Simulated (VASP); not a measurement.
Wanted: the native input for a VASP 6.6.1 run.

```yaml
Task: single point
Functional: PBEsol
Potentials_or_basis: VASP PAW PBE potentials, release 64 (Hf_pv, C)
Cutoff: 520 eV
k_mesh: 10 × 10 × 6
Occupations: gaussian, width 0.05 eV
Spin: no spin polarisation
Dipole_correction: no
Further_INCAR_settings: ALGO = Normal; EDIFF = 1e-06; NBANDS = 22
```

The structure of HfC lies in POSCAR:

```
HfC
1.0
    3.2332086791      0.0000000000      0.0000000000
   -1.6166043395      2.8000408518     -0.0140002043
    0.0000000000     -0.0285937630      5.7187526075
Hf C
2 2
Direct
    0.0000000000      0.0000000000      0.0000000000
    0.0000000000      0.0000000000      0.5000000000
    0.3333333333      0.6666666667      0.2500000000
    0.6666666667      0.3333333333      0.7500000000
```

The input as run:

INCAR

```
ALGO = Normal
EDIFF = 1E-6
ENCUT = 520
GGA = PS
ISIF = 2
ISMEAR = 0
LASPH = True
LCHARG = True
LELF = True
LREAL = False
LVHAR = True
LWAVE = False
NBANDS = 22
NELM = 60
PREC = Accurate
SIGMA = 0.05
```

KPOINTS

```
k-points
0
Gamma
  10 10 6
```

Potentials or basis: VASP PAW PBE potentials, release 64 (Hf_pv, C).

The run is started by

```console
$ cat potpaw_PBE.64/Hf_pv/POTCAR potpaw_PBE.64/C/POTCAR > POTCAR
$ mpirun -np 1 vasp_std > vasp.out
```

Results of the run:

```
Pressure               : -0.5 GPa
Band gap on the k mesh : zero (bands 14 and 15 overlap by 1.62 eV)
```

Caveat: the PAW data sets were made with another functional, which shifts forces and pressure a little; spin-orbit coupling is left out, which moves the levels of the heavy elements.

It took 54 s on 1 thread of Intel(R) Xeon(R) 6975P-C (Granite Rapids), on a shared host, peak memory 0.3 GiB.
